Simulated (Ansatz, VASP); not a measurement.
## One calculation of InSb3, two programs

The input INCAR:

```
ALGO     = Normal         # electronic algorithm
EDIFF    = 1E-7           # SCF threshold, eV
EDIFFG   = -0.005         # ionic threshold
ENCUT    = 500            # plane-wave cutoff, eV
GGA      = PS             # functional
GGA_COMPAT= F            
IBRION   = 2              # ionic algorithm
ISIF     = 3              # what is computed and relaxed
ISMEAR   = 0              # smearing method
IVDW     = 12             # dispersion correction
LASPH    = T              # aspherical terms in the spheres
LCHARG   = F              # write CHGCAR
LREAL    = F              # projectors in reciprocal space
LWAVE    = F              # write WAVECAR
NELM     = 120            # most SCF steps
NELMIN   = 4            
NSW      = 100            # ionic steps
PREC     = Accurate       # precision mode
SIGMA    = 0.1            # smearing width, eV
```

File KPOINTS:

```
k-points
0
Gamma
  10 10 10
```

Contents of POSCAR:

```
InSb3
1.0
    0.0000000000      3.6620664039      3.6620664039
    3.6620664039      0.0000000000      3.6620664039
    3.6620664039      3.6620664039      0.0000000000
In Sb
1 3
Direct
    0.0000000000      0.0000000000      0.0000000000
    0.2500000000      0.2500000000      0.2500000000
    0.7500000000      0.7500000000      0.7500000000
    0.5000000000      0.5000000000      0.5000000000
```

Input for Ansatz:

```yaml
crystal:
  lattice:
    - [0.0, 3.6620664039, 3.6620664039]
    - [3.6620664039, 0.0, 3.6620664039]
    - [3.6620664039, 3.6620664039, 0.0]
  atoms:
    - { symbol: In, position: [0.0, 0.0, 0.0] }
    - { symbol: Sb, position: [0.25, 0.25, 0.25] }
    - { symbol: Sb, position: [0.75, 0.75, 0.75] }
    - { symbol: Sb, position: [0.5, 0.5, 0.5] }
basis:
  ecutwfc: 420
kpoints:
  mp_grid: { grid: [10, 10, 10] }
hamiltonian:
  xc: pbesol
  dispersion: d3bj
scf:
  occupations: { method: gaussian, width: 0.1 }
output:
  forces: true
  stress: true
  eigenvalues: true
relax:
  adjacent_minimum: "off"
  f_tol: 0.005
  max_steps: 80
  cell: { stress_tol: 0.05 }
```

Alike in both runs: task relaxation of cell and atoms; functional PBEsol; dispersion D3(BJ); k mesh 10 × 10 × 10; occupations gaussian, width 0.1 eV; no spin polarisation.

|  | VASP | Ansatz |
| --- | --- | --- |
| version | VASP 6.6.1 | Ansatz 0.2.0 |
| potentials or method | VASP PAW PBE potentials, release 64 (In_d, Sb), cutoff 500 eV | scalar-relativistic, plane waves, PAW |
| valence electrons in the cell | 28 | 58 |

```csv
,VASP,Ansatz,Ansatz less VASP
"gap on the k mesh at the Fermi level, each at its own relaxed structure (eV)",none,none,-
relaxed volume (Å³/atom),24.58,24.56,-0.020
relaxed length of the cell vector where the two differ most in proportion (Å),5.180,5.179,-0.0014
```

VASP's potentials were made for PBE, not for PBEsol. A gap of «none» marks a metal or a gap that the smearing closes. VASP's potentials hold 28 valence electrons a cell and Ansatz's 58, so a difference there can come from the potentials and not from the codes.

Spin-orbit coupling is off throughout. Noted on VASP's run: too few bands were computed for a metal, which touches its energy and stress.
